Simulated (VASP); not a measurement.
Here is a VASP 6.6.1 calculation.

The input INCAR:

```
ALGO     = Normal         # electronic algorithm
EDIFF    = 1E-6           # SCF threshold, eV
ENCUT    = 520            # plane-wave cutoff, eV
GGA      = PE             # functional
ISIF     = 2              # what is computed and relaxed
ISMEAR   = 0              # smearing method
LASPH    = True           # aspherical terms in the spheres
LCHARG   = False          # write CHGCAR
LREAL    = False          # projectors in reciprocal space
LWAVE    = False          # write WAVECAR
NBANDS   = 72             # bands
NELM     = 100            # most SCF steps
PREC     = Accurate       # precision mode
SIGMA    = 0.02           # smearing width, eV
```

The input KPOINTS:

```
k-points
0
Gamma
  4 4 8
```

The input POSCAR:

```
Sn3Se2S
1.0
    6.3542029213     -5.9885230611      0.0000000000
    6.3542029213      5.9885230611      0.0000000000
    0.0000000000      0.0000000000      4.2386386707
Sn Se S
6 4 2
Direct
    0.7902061929      0.5305655624      0.2500000000
    0.4694344376      0.2097938071      0.2500000000
    0.1273111530      0.8726888470      0.2500000000
    0.5305655624      0.7902061929      0.7500000000
    0.2097938071      0.4694344376      0.7500000000
    0.8726888470      0.1273111530      0.7500000000
    0.0273857756      0.3117278947      0.2500000000
    0.6882721053      0.9726142244      0.2500000000
    0.3117278947      0.0273857756      0.7500000000
    0.9726142244      0.6882721053      0.7500000000
    0.3445747402      0.6554252598      0.2500000000
    0.6554252598      0.3445747402      0.7500000000
```

Potentials or basis: VASP PAW PBE potentials, release 64 (Sn_d, Se, S).

Launch:

```bash
$ cat potpaw_PBE.64/Sn_d/POTCAR potpaw_PBE.64/Se/POTCAR potpaw_PBE.64/S/POTCAR > POTCAR
$ mpirun -np 1 vasp_std > vasp.out
```

Task: What does it give for the band gap on the k mesh?

Result: 0.45 eV (least direct gap 0.58 eV).

Task: Predict the pressure.

Result: 0.0 GPa.

Task: Estimate the largest force.

Result: 0.010 eV/Å.

Forces in eV/Å, atoms in the order of the input:
```
Sn  -0.002  0.010  0.000
Sn   0.002  0.010  0.000
Sn   0.000  0.000  0.000
Sn  -0.002 -0.010  0.000
Sn   0.002 -0.010  0.000
Sn   0.000  0.000  0.000
Se   0.001 -0.010  0.000
Se  -0.001 -0.010  0.000
Se   0.001  0.010  0.000
Se  -0.001  0.010  0.000
S    0.000 -0.004  0.000
S    0.000  0.004  0.000
```

Caveat: spin-orbit coupling is left out, which moves the levels of the heavy elements. A k mesh can miss the band edges.
